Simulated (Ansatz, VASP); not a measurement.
# Two plane-wave programs on Ca

The input INCAR:

```
SYSTEM = Ca
  ALGO = Fast
  EDIFF = 1E-6
  ENCUT = 520
  GGA = PE
  ISIF = 2
  ISMEAR = 0
  LASPH = .True.
  LCHARG = .False.
  LREAL = .False.
  LWAVE = .False.
  NBANDS = 11
  NELM = 100
  PREC = Accurate
  SIGMA = 0.15
```

Contents of KPOINTS:

```
k-points
0
Gamma
  16 16 16
  0 0 0
```

File POSCAR:

```
Ca
1.0
    0.0000000000      2.4894745175      3.5201169678
    2.4894745175      0.0000000000      3.5201169678
    2.4894745175      2.4894745175      0.0000000000
Ca
1
Direct
    0.0000000000      0.0000000000      0.0000000000
```

Input for Ansatz:

```yaml
crystal:
  lattice:
    - [0.0, 2.4894745175, 3.5201169678]
    - [2.4894745175, 0.0, 3.5201169678]
    - [2.4894745175, 2.4894745175, 0.0]
  atoms:
    - { symbol: Ca, position: [0.0, 0.0, 0.0] }
basis:
  ecutwfc: 420
kpoints:
  mp_grid: { grid: [16, 16, 16] }
hamiltonian:
  xc: pbe
scf:
  occupations: { method: gaussian, width: 0.15 }
output:
  forces: true
  stress: true
  eigenvalues: true
```

Alike in both runs: task single point; functional PBE; k mesh 16 × 16 × 16; occupations gaussian, width 0.15 eV; no spin polarisation.

```csv
,VASP,Ansatz
version,VASP 6.6.1,Ansatz 0.2.0
potentials or method,"VASP PAW PBE potentials, release 64 (Ca_sv), cutoff 520 eV","scalar-relativistic, plane waves, PAW"
valence electrons in the cell,10,10
```

|  | VASP | Ansatz | Ansatz less VASP |
| --- | --- | --- | --- |
| gap on the k mesh at the Fermi level (eV) | none | none | - |
| pressure (GPa) | -0.4 | -0.4 | +0.01 |
| traceless stress, the component that is largest in VASP (GPa) | -4.17 | -4.16 | +0.006 |

A gap of «none» marks a metal or a gap that the smearing closes. The functional is the same, so the differences come from potentials, cutoffs and numerics.
